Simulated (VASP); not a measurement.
# Ca3Zr3N2 (P-3m1) in VASP: a series of runs

Ca3Zr3N2 is run at these levels: PBE; tasks: single point.

All numbers are computed with VASP 6.6.1; they aren't measurements. Logs are shortened: lines on timing, memory, paths and dates and some standing lists are left out, and cuts for length are marked.

## (1) The cell of the first run

It takes space group P-3m1 (No. 164, trigonal). The conventional cell has a = 3.320 Å, b = 3.320 Å, c = 16.472 Å, α = 90.00°, β = 90.00°, γ = 120.00°. Ca (site symmetry 3m) has 9 Ca at 3.32 to 3.56 Å and 3 Zr at 3.41 Å and 1 N at 3.91 Å within 4.4 Å. Ca (site symmetry -3m) has 12 Ca at 3.32 to 3.56 Å within 4.4 Å. Zr (site symmetry -3m) has 6 N at 2.33 Å and 6 Zr at 3.08 Å within 3.1 Å. Zr (site symmetry 3m) has 3 N at 2.21 Å within 2.9 Å. N (site symmetry 3m) has 6 Zr at 2.21 to 2.33 Å within 2.9 Å.

## (2) Single point, PBE (19.65 Å³/atom)

The input, INCAR:

```
SYSTEM = Ca3Zr3N2
  PREC = Accurate
  ENCUT = 600
  EDIFF = 1E-6
  ISMEAR = 0
  SIGMA = 0.1
  LREAL = .False.
  LASPH = .True.
  NELM = 120
  ALGO = Normal
  ISIF = 2
  LWAVE = .False.
  LCHARG = .False.
  GGA = PE
  NBANDS = 48
  GGA_COMPAT = .False.
```

The input, KPOINTS:

```
regular mesh
0
Gamma
  12 12 2
  0 0 0
```

The input, POSCAR:

```
Ca3Zr3N2
1.0
    3.3197271963      0.0000000000      0.0000000000
   -1.6598635981      2.8749680856      0.0000000000
    0.0000000000      0.0000000000     16.4715302023
Ca Zr N
3 3 2
Direct
    0.6666666667      0.3333333333      0.3176806324
    0.3333333333      0.6666666667      0.6823193676
    0.0000000000      0.0000000000      0.5000000000
    0.0000000000      0.0000000000      0.0000000000
    0.3333333333      0.6666666667      0.1464363139
    0.6666666667      0.3333333333      0.8535636861
    0.3333333333      0.6666666667      0.9197630307
    0.6666666667      0.3333333333      0.0802369693
```

Potentials or basis: VASP PAW PBE potentials, release 64 (Ca_sv, Zr_sv, N).

On the command line:

```console
$ cat potpaw_PBE.64/Ca_sv/POTCAR potpaw_PBE.64/Zr_sv/POTCAR potpaw_PBE.64/N/POTCAR > POTCAR
$ mpirun -np 1 vasp_std > vasp.out
```

OUTCAR:

```text
SYSTEM = Ca3Zr3N2
   PREC = Accurate
   ENCUT = 600
   EDIFF = 1E-6
   ISMEAR = 0
   LREAL = .False.
   LASPH = .True.
   NELM = 120
   ISIF = 2
   GGA = PE

 ion  position               nearest neighbor table
   1  0.667  0.333  0.318-   5 3.41   5 3.41   5 3.41
   2  0.333  0.667  0.682-   6 3.41   6 3.41   6 3.41
   3  0.000  0.000  0.500-
   4  0.000  0.000  0.000-   7 2.33   8 2.33   7 2.33   8 2.33   8 2.33   7 2.33   5 3.08   6 3.08
                             5 3.08   6 3.08   5 3.08   6 3.08
   5  0.333  0.667  0.146-   8 2.21   8 2.21   8 2.21   4 3.08   4 3.08   4 3.08   1 3.41   1 3.41
                             1 3.41
   6  0.667  0.333  0.854-   7 2.21   7 2.21   7 2.21   4 3.08   4 3.08   4 3.08   2 3.41   2 3.41
                             2 3.41
   7  0.333  0.667  0.920-   6 2.21   6 2.21   6 2.21   4 2.33   4 2.33   4 2.33
   8  0.667  0.333  0.080-   5 2.21   5 2.21   5 2.21   4 2.33   4 2.33   4 2.33

  LATTYP: Found a hexagonal cell.
 ALAT       =     3.3197271963
 C/A-ratio  =     4.9617119806

  Lattice vectors:

 A1 = (   3.3197271963,   0.0000000000,   0.0000000000)
 A2 = (  -1.6598635981,   2.8749680856,   0.0000000000)
 A3 = (   0.0000000000,   0.0000000000,  16.4715302023)

Analysis of symmetry for initial positions (statically):
=====================================================================
 Subroutine PRICEL returns:
 Original cell was already a primitive cell.

 Routine SETGRP: Setting up the symmetry group for a
 hexagonal supercell.

 Subroutine GETGRP returns: Found 12 space group operations
 (whereof 12 operations were pure point group operations)
 out of a pool of 24 trial point group operations.

The static configuration has the point symmetry D_3d.

Analysis of symmetry for dynamics (positions and initial velocities):
=====================================================================
 Subroutine PRICEL returns:
 Original cell was already a primitive cell.

 Routine SETGRP: Setting up the symmetry group for a
 hexagonal supercell.

 Subroutine GETGRP returns: Found 12 space group operations
 (whereof 12 operations were pure point group operations)
 out of a pool of 24 trial point group operations.

The dynamic configuration has the point symmetry D_3d.

 Subroutine INISYM returns: Found 12 space group operations
 (whereof 12 operations are pure point group operations),
 and found     1 'primitive' translations

----------------------------------------------------------------------------------------

                                     Primitive cell

  volume of cell :     157.2061

  direct lattice vectors                    reciprocal lattice vectors
     3.319727196  0.000000000  0.000000000     0.301229571  0.173914974  0.000000000
    -1.659863598  2.874968086  0.000000000     0.000000000  0.347829948  0.000000000
     0.000000000  0.000000000 16.471530202     0.000000000  0.000000000  0.060710814

  length of vectors
     3.319727196  3.319727196 16.471530202     0.347829948  0.347829948  0.060710814

  position of ions in fractional coordinates (direct lattice)
     0.666666667  0.333333333  0.317680632
     0.333333333  0.666666667  0.682319368
     0.000000000  0.000000000  0.500000000
     0.000000000  0.000000000  0.000000000
     0.333333333  0.666666667  0.146436314
     0.666666667  0.333333333  0.853563686
     0.333333333  0.666666667  0.919763031
     0.666666667  0.333333333  0.080236969

  ion indices of the primitive-cell ions
   primitive index   ion index
                 1           1
                 2           2
                 3           3
                 4           4
                 5           5
                 6           6
                 7           7
                 8           8

----------------------------------------------------------------------------------------

 KPOINTS: regular mesh

Automatic generation of k-mesh.
 Grid dimensions read from file:
 generate k-points for:   12   12    2

 Generating k-lattice:

  Cartesian coordinates                     Fractional coordinates (reciprocal lattice)
     0.025102464  0.014492915  0.000000000     0.083333333 -0.000000000  0.000000000
     0.000000000  0.028985829  0.000000000     0.000000000  0.083333333  0.000000000
     0.000000000  0.000000000  0.030355407     0.000000000  0.000000000  0.500000000

  Length of vectors
     0.028985829  0.028985829  0.030355407

  Shift w.r.t. Gamma in fractional coordinates (k-lattice)
     0.000000000  0.000000000  0.000000000

 Subroutine IBZKPT returns following result:
 ===========================================

 Found     38 irreducible k-points:

 Following reciprocal coordinates:
            Coordinates               Weight
  0.000000  0.000000  0.000000      1.000000
  0.083333  0.000000  0.000000      6.000000
  0.166667  0.000000  0.000000      6.000000
  0.250000 -0.000000  0.000000      6.000000
  0.333333  0.000000  0.000000      6.000000
  0.416667 -0.000000  0.000000      6.000000
[... 16 lines left out ...]
  0.250000 -0.000000  0.500000      6.000000
  0.333333  0.000000  0.500000      6.000000
 [... further k-points ...]
   k-points           NKPTS =     38   k-points in BZ     NKDIM =     38   number of bands    NBANDS=     48
   number of dos      NEDOS =    301   number of ions     NIONS =      8
   total plane-waves  NPLWV = 109760
   dimension x,y,z NGX =    28 NGY =   28 NGZ =  140
   dimension x,y,z NGXF=    56 NGYF=   56 NGZF=  280
   ions per type =               3   3   2
   NGX,Y,Z   is equivalent  to a cutoff of  14.02, 14.02, 14.13 a.u.
   NGXF,Y,Z  is equivalent  to a cutoff of  28.04, 28.04, 28.26 a.u.
 SYSTEM =  Ca3Zr3N2
   PREC   = accura    normal or accurate (medium, high low for compatibility)
   ISTART =      0    job   : 0-new  1-cont  2-samecut
   ICHARG =      2    charge: 1-file 2-atom 10-const
   ISPIN  =      1    spin polarized calculation?
   LNONCOLLINEAR =      F non collinear calculations
   LSORBIT =      F    spin-orbit coupling
   LASPH  =      T    aspherical Exc in radial PAW
   ENCUT  =  600.0 eV  44.10 Ry    6.64 a.u.   6.63  6.63 32.90*2*pi/ulx,y,z
   NELM   =    120;   NELMIN=  2; NELMDL= -5     # of ELM steps
   EDIFF  = 0.1E-05   stopping-criterion for ELM
   LREAL  =      F    real-space projection
   EDIFFG = 0.1E-04   stopping-criterion for IOM
   NSW    =      0    number of steps for IOM
   IBRION =     -1    ionic relax: 0-MD 1-quasi-New 2-CG
   NFREE  =      0    steps in history (QN), initial steepest desc. (CG)
   ISIF   =      2    stress and relaxation
   ISYM   =      2    0-nonsym 1-usesym 2-fastsym
   POTIM  = 0.5000    time-step for ionic-motion
   TEBEG  =    0.0;   TEEND  =   0.0 temperature during run
   PSTRESS=    0.0 pullay stress
   NELECT =      76.0000    total number of electrons
   NUPDOWN=      -1.0000    fix difference up-down
   EMIN   =  10.00;   EMAX   =-10.00  energy-range for DOS
   EFERMI =   0.00;   METHOD = LEGACY
   ISMEAR =     0;   SIGMA  =   0.10  broadening in eV -4-tet -1-fermi 0-gaus
   EFERMI_NEDOS =   21; number of points for ismear=-14 and -15
   IALGO  =     38    algorithm
   IMIX   =      4    mixing-type and parameters
     AMIX     =   0.40;   BMIX     =  1.00
     AMIX_MAG =   1.60;   BMIX_MAG =  1.00
  volume/ion in A,a.u.               =      19.65       132.61
  Fermi-wavevector in a.u.,A,eV,Ry     =   1.284861  2.428036 22.461429  1.650868
  Thomas-Fermi vector in A             =   2.417030
   LORBIT       =      0    0 simple, 1 ext, 2 COOP (PROOUT), +10 PAW based schemes
   GGA     = PE    functional components
   LHFCALC =     F    Hartree Fock is set to
   AEXX    =    0.0000 exact exchange contribution
   IVDW    =     0    specifies the selected vdW correction
   LEPSILON=     F    determine dielectric tensor
   LRPA    =     F    only Hartree local field effects (RPA)
 non-spin polarized calculation
 Gauss-broadening in eV      SIGMA  =   0.10
  energy-cutoff  :      600.00
  volume of cell :      157.21
 maximum number of plane-waves:      5309
 NGX is ok and might be reduce to    28
   NGX = 13   NGY = 13   NGZ = 65

 number of electron      76.0000001 magnetization

 Free energy of the ion-electron system (eV)
  ---------------------------------------------------
  ext. energy  EPLUGINS =         0.00000000
  ---------------------------------------------------
  free energy    TOTEN  =       -53.14906275 eV

  energy without entropy =      -53.12318917  energy(sigma->0) =      -53.13612596

 E-fermi :   6.9086     XC(G=0): -10.4074

 val. band max:        6.8646543069   @ k =   0.4167  -0.0000   0.5000
 cond. band min:       6.9150262656   @ k =   0.2500   0.2500   0.0000
 fundamental gap:      0.0503719587
 Fermi energy:         6.9085614677

 k-point     1 :       0.0000    0.0000    0.0000
  band No.  band energies     occupation
      1     -42.3200      2.00000
      2     -42.1110      2.00000
      3     -42.0721      2.00000
      4     -34.3336      2.00000
      5     -34.0335      2.00000
      6     -34.0324      2.00000
[... 40 lines left out ...]
     47       8.9254      0.00000
     48       9.1701      0.00000

 k-point     2 :       0.0833    0.0000    0.0000
  band No.  band energies     occupation
      1     -42.3134      2.00000
      2     -42.1064      2.00000
      3     -42.0694      2.00000
      4     -34.3285      2.00000
      5     -34.0284      2.00000
      6     -34.0274      2.00000
[... 40 lines left out ...]
     47       9.3608      0.00000
     48       9.5938      0.00000

 k-point     3 :       0.1667    0.0000    0.0000
  band No.  band energies     occupation
      1     -42.2950      2.00000
      2     -42.0936      2.00000
      3     -42.0622      2.00000
      4     -34.3146      2.00000
      5     -34.0146      2.00000
      6     -34.0138      2.00000
[... 40 lines left out ...]
     47       9.1654      0.00000
     48       9.3514      0.00000

 k-point     4 :       0.2500   -0.0000    0.0000
  band No.  band energies     occupation
      1     -42.2692      2.00000
      2     -42.0760      2.00000
      3     -42.0527      2.00000
      4     -34.2956      2.00000
      5     -33.9956      2.00000
      6     -33.9951      2.00000
[... 958 lines left out ...]
     47       9.3466      0.00000
     48       9.4025      0.00000

 k-point    23 :       0.2500   -0.0000    0.5000
  band No.  band energies     occupation
      1     -42.2692      2.00000
      2     -42.0760      2.00000
      3     -42.0527      2.00000
      4     -34.2956      2.00000
      5     -33.9956      2.00000
      6     -33.9951      2.00000
[... 40 lines left out ...]
     47       9.1856      0.00000
     48       9.4783      0.00000

 k-point    24 :       0.3333    0.0000    0.5000
  band No.  band energies     occupation
      1     -42.2427      2.00000
      2     -42.0584      2.00000
      3     -42.0439      2.00000
      4     -34.2764      2.00000
      5     -33.9766      2.00000
      6     -33.9762      2.00000
[... 40 lines left out ...]
     47       9.1542      0.00000
     48       9.6226      0.00000

 [... further k-points ...]

------------------------ aborting loop because EDIFF is reached ----------------------------------------

  FORCE on cell =-STRESS in cart. coord.  units (eV):
  Direction    XX          YY          ZZ          XY          YZ          ZX
  --------------------------------------------------------------------------------------
  -------------------------------------------------------------------------------------
  Total        9.3222590      9.3222590      9.3616808      0.0000000      0.0000000      0.0000000
  in kB       95.0084809     95.0084809     95.4102511      0.0000000      0.0000000      0.0000000
  external PRESSURE =      95.1424043 kB  Pullay stress =       0.0000000 kB

 VOLUME and BASIS-vectors are now :
 -----------------------------------------------------------------------------
  energy-cutoff  :      600.00
  volume of cell :      157.21
      direct lattice vectors                 reciprocal lattice vectors
     3.319727196  0.000000000  0.000000000     0.301229571  0.173914974  0.000000000
    -1.659863598  2.874968086  0.000000000     0.000000000  0.347829948  0.000000000
     0.000000000  0.000000000 16.471530202     0.000000000  0.000000000  0.060710814

 POSITION                                       TOTAL-FORCE (eV/Angst)
 -----------------------------------------------------------------------------------
      1.65986      0.95832      5.23269        -0.000000      0.000000     -0.002409
     -0.00000      1.91665     11.23884         0.000000     -0.000000      0.002409
      0.00000      0.00000      8.23577        -0.000000      0.000000      0.000000
      0.00000      0.00000      0.00000        -0.000000      0.000000      0.000000
     -0.00000      1.91665      2.41203        -0.000000      0.000000      0.024621
      1.65986      0.95832     14.05950         0.000000     -0.000000     -0.024621
     -0.00000      1.91665     15.14990        -0.000000     -0.000000      0.004392
      1.65986      0.95832      1.32163         0.000000      0.000000     -0.004392
 -----------------------------------------------------------------------------------
    total drift:                                0.000000     -0.000000      0.000000

  FREE ENERGIE OF THE ION-ELECTRON SYSTEM (eV)
  ---------------------------------------------------
  free  energy   TOTEN  =       -53.1490627538 eV

  energy  without entropy=      -53.1231891744  energy(sigma->0) =      -53.13612596
```

Run time: 13 min. Hardware: 1 thread of Oxide Virtual Turin-like, shared host; peak memory 0.48 GiB.

What came out:

* Free energy: -53.1491 eV
* Pressure: 9.5 GPa
* Largest force: 0.025 eV/Å
* Band gap on the k mesh: zero (bands 38 and 39 overlap by 0.40 eV)

Forces in eV/Å, atoms in the order of the input:
```
Ca   0.000  0.000 -0.002
Ca   0.000  0.000  0.002
Ca   0.000  0.000  0.000
Zr   0.000  0.000  0.000
Zr   0.000  0.000  0.025
Zr   0.000  0.000 -0.025
N    0.000  0.000  0.004
N    0.000  0.000 -0.004
```

Levels at points of the mesh, in eV from the Fermi level:
```csv
k point,band 36,band 37,band 38,band 39,band 40,band 41
"(0.00, 0.00, 0.00)",-0.60,-0.31,-0.22,-0.22,0.51,1.12
"(0.50, 0.00, 0.00)",-0.89,-0.35,-0.28,0.23,0.44,0.50
"(0.00, 0.00, 0.50)",-0.85,-0.22,-0.22,0.03,0.40,1.04
"(0.50, 0.00, 0.50)",-0.89,-0.36,-0.26,0.17,0.47,0.54
```

Caveat: the cell stands under pressure.

## (3) Single point, PBE (21.66 Å³/atom)

This run uses another cell than the first one, of 21.66 Å³/atom.

The input, INCAR:

```
SYSTEM = Ca3Zr3N2
  PREC = Accurate
  ENCUT = 600
  EDIFF = 1E-6
  ISMEAR = 0
  SIGMA = 0.1
  LREAL = .FALSE.
  LASPH = .TRUE.
  NELM = 120
  ALGO = Normal
  ISIF = 2
  LWAVE = .FALSE.
  LCHARG = .TRUE.
  GGA = PE
  LELF = .TRUE.
  LVHAR = .TRUE.
  NBANDS = 48
  GGA_COMPAT = .FALSE.
```

The input, KPOINTS:

```
Automatic mesh
0
G
  12 12 2
  0 0 0
```

The input, POSCAR:

```
Ca3Zr3N2
1.0
    3.4238571053      0.0000000000      0.0000000000
   -1.7119285526      2.9651472321      0.0000000000
    0.0000000000      0.0000000000     17.0685464970
Ca Zr N
3 3 2
Direct
    0.6666666667      0.3333333333      0.3107252093
    0.3333333333      0.6666666667      0.6892747907
    0.0000000000      0.0000000000      0.5000000000
    0.0000000000      0.0000000000      0.0000000000
    0.3333333333      0.6666666667      0.1385340166
    0.6666666667      0.3333333333      0.8614659834
    0.3333333333      0.6666666667      0.9215929161
    0.6666666667      0.3333333333      0.0784070839
```

Potentials or basis: VASP PAW PBE potentials, release 64 (Ca_sv, Zr_sv, N).

On the command line:

```console
$ cat potpaw_PBE.64/Ca_sv/POTCAR potpaw_PBE.64/Zr_sv/POTCAR potpaw_PBE.64/N/POTCAR > POTCAR
$ mpirun -np 1 vasp_std > vasp.out
```

It took 14 min on 1 thread of Oxide Virtual Turin-like, shared host; peak memory 0.51 GiB.

It converged, with:

```yaml
Free_energy: -53.7057 eV
Pressure: 2.0 GPa
Largest_force: 0.017 eV/Å
Band_gap_on_the_k_mesh: zero (bands 38 and 39 overlap by 0.55 eV)
```

Forces on the atoms (eV/Å):
```
Ca   0.000  0.000  0.003
Ca   0.000  0.000 -0.003
Ca   0.000  0.000  0.000
Zr   0.000  0.000  0.000
Zr   0.000  0.000  0.017
Zr   0.000  0.000 -0.017
N    0.000  0.000  0.006
N    0.000  0.000 -0.006
```

Levels at points of the mesh, in eV from the Fermi level:
```
           k point  band 35  band 36  band 37  band 38  band 39  band 40  band 41  band 42
(0.00, 0.00, 0.00)    -2.57    -0.82    -0.39    -0.39    -0.36     0.69     1.03     1.43
(0.50, 0.00, 0.00)    -0.95    -0.75    -0.31    -0.28     0.30     0.34     0.75     1.03
(0.00, 0.00, 0.50)    -2.44    -1.04    -0.39    -0.39    -0.07     0.67     0.79     1.46
(0.50, 0.00, 0.50)    -0.94    -0.75    -0.32    -0.25     0.23     0.37     0.78     0.98
```

The gap in the log of VASP goes by the Fermi energy; the results here count the filled bands.